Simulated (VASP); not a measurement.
Set up this calculation in VASP 6.6.1, as the native input.

```yaml
Task: single point
Functional: PBE
Potentials_or_basis: VASP PAW PBE potentials, release 64 (Mn_pv, Co)
Cutoff: 520 eV
k_mesh: 7 × 7 × 4
Occupations: fermi-dirac, width 0.1 eV
Spin: non-collinear spin, typed start, spin-orbit coupling
Starting_moments: "[[0.0, 0.0, 4.5], [0.0, 0.0, 3.0], [0.0, 0.0, 3.0]] μB"
Dipole_correction: no
Further_INCAR_settings: ALGO = Normal; EDIFF = 1e-06; NBANDS = 44
```

The structure of MnCo2 lies in POSCAR:

```
MnCo2
1.0
    2.9278182492     -0.0000002916      0.0000000000
   -1.4639088721      2.5355651272      0.0000000000
    0.0000000000      0.0000000000      4.6184094600
Mn Co
1 2
Direct
    0.0000000000      0.0000000000      0.5000000000
    0.6666666667      0.3333333333      0.1894349725
    0.3333333333      0.6666666667      0.8105650275
```

The input as run:

INCAR

```
PREC = Accurate
ENCUT = 520
EDIFF = 1E-6
ISMEAR = -1
SIGMA = 0.1
LREAL = F
LASPH = T
NELM = 150
ALGO = Normal
ISIF = 2
LWAVE = F
LCHARG = T
MAGMOM = 0 0 4.5 0 0 3 0 0 3
LORBIT = 11
LSORBIT = T
GGA_COMPAT = F
LORBMOM = T
LMAXMIX = 4
GGA = PE
LVHAR = T
NBANDS = 44
```

KPOINTS

```
regular mesh
0
Gamma
  7 7 4
```

Potentials or basis: VASP PAW PBE potentials, release 64 (Mn_pv, Co).

Command:

```bash
$ cat potpaw_PBE.64/Mn_pv/POTCAR potpaw_PBE.64/Co/POTCAR > POTCAR
$ mpirun -np 1 vasp_ncl > vasp.out
```

Results of the run:

```json
{"Pressure": "16.6 GPa", "Largest force": "1.891 eV/Å", "Net moment": "4.25 μB per cell", "Valence electrons inside the program's atomic spheres": "Mn 12.05; Co 8.36"}
```

Caveat: forces of over 1 eV/Å act on the atoms, so gaps and moduli don't describe the material at rest.

Wall time 5.4 min on 1 thread of Intel(R) Xeon(R) Platinum 8259CL CPU @ 2.50GHz (Skylake/Cascade Lake), with other jobs on the host, peak memory 0.3 GiB.
